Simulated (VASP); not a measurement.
Input of a VASP 6.6.1 run:

POSCAR

```
RbBr
1.0
    0.0000000000      3.8694967757      3.8694967757
    3.9615907990      0.0000000000      3.8694967757
    3.9615907990      3.8694967757      0.0000000000
Rb Br
1 1
Direct
    0.0000000000      0.0000000000      0.0000000000
    0.2500000000      0.2500000000      0.2500000000
```

INCAR.step1

```
PREC = Accurate
ENCUT = 520
ISMEAR = 0
SIGMA = 0.01
LREAL = False
LASPH = True
NELM = 60
NBANDS = 15
GGA = PE
ALGO = Normal
EDIFF = 1E-4
LWAVE = True
LCHARG = False
```

File INCAR.step2:

```
PREC = Accurate
ENCUT = 520
EDIFF = 1E-6
ISMEAR = 0
SIGMA = 0.01
LREAL = False
LASPH = True
NELM = 60
ALGO = Normal
ISIF = 2
LWAVE = False
LCHARG = False
METAGGA = R2SCAN
LMIXTAU = True
NBANDS = 15
ISTART = 1
```

Contents of KPOINTS:

```
Automatic mesh
0
Gamma
  6 6 6
```

Potentials or basis: VASP PAW PBE potentials, release 64 (Rb_sv, Br).

Launch:

```console
$ cat potpaw_PBE.64/Rb_sv/POTCAR potpaw_PBE.64/Br/POTCAR > POTCAR
$ cp INCAR.step1 INCAR
$ mpirun -np 1 vasp_std > vasp.out
$ cp INCAR.step2 INCAR
$ mpirun -np 1 vasp_std > vasp.out
```

Q: Estimate the pressure.

A: -0.2 GPa.

Q: Estimate the band gap on the k mesh.

A: 4.62 eV (least direct gap 4.70 eV).

Caveat: the cell differs from its parent crystal (uniaxial x strain +2.4%); the structure was generated, so it needn't be the stable form of RbBr; the PAW data sets were made with another functional, which shifts forces and pressure a little. A k mesh can miss the band edges.
